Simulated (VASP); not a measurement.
Crystal: HgSe.

```
Hg Se
1.0
     0.00000    3.03600    3.03600
     3.03600    0.00000    3.03600
     3.03600    3.03600    0.00000
Hg Se
1 1
Cartesian
  0.0000 0.0000 0.0000
  4.5540 4.5540 4.5540
```

* Program: VASP 6.6.1
* Task: relaxation of cell and atoms
* Functional: r2SCAN
* Potentials or basis: VASP PAW PBE potentials, release 64 (Hg, Se)
* Cutoff: 550 eV
* k mesh: 12 × 12 × 12
* Occupations: gaussian, width 0.1 eV
* Spin: no spin polarisation

At the start: pressure 3.4 GPa; volume 27.98 Å³/atom.

Q: How do energy, volume and symmetry change on relaxing?

A: Over 3 steps the energy falls by 16.9 meV/atom and the volume is 29.67 Å³/atom (+6.0 %); space group F-43m (No. 216, to 0.05 Å).

The path:
```csv
step,energy change (eV),largest force (eV/Å),pressure (GPa),volume (Å³)
1,0.0000,0.0000,3.40,55.97
2,-0.0275,0.0000,-1.23,60.92
3,-0.0337,0.0000,0.01,59.34
```

Final structure:
```yaml
crystal:
  lattice:
    - [0.00000, 3.09573, 3.09573]
    - [3.09573, 0.00000, 3.09573]
    - [3.09573, 3.09573, 0.00000]
  atoms:
    - { symbol: Hg, position: [0.00000, 0.00000, 0.00000] }
    - { symbol: Se, position: [0.75000, 0.75000, 0.75000] }
```

Caveat: the PAW data sets were made with another functional, which shifts forces and pressure a little.
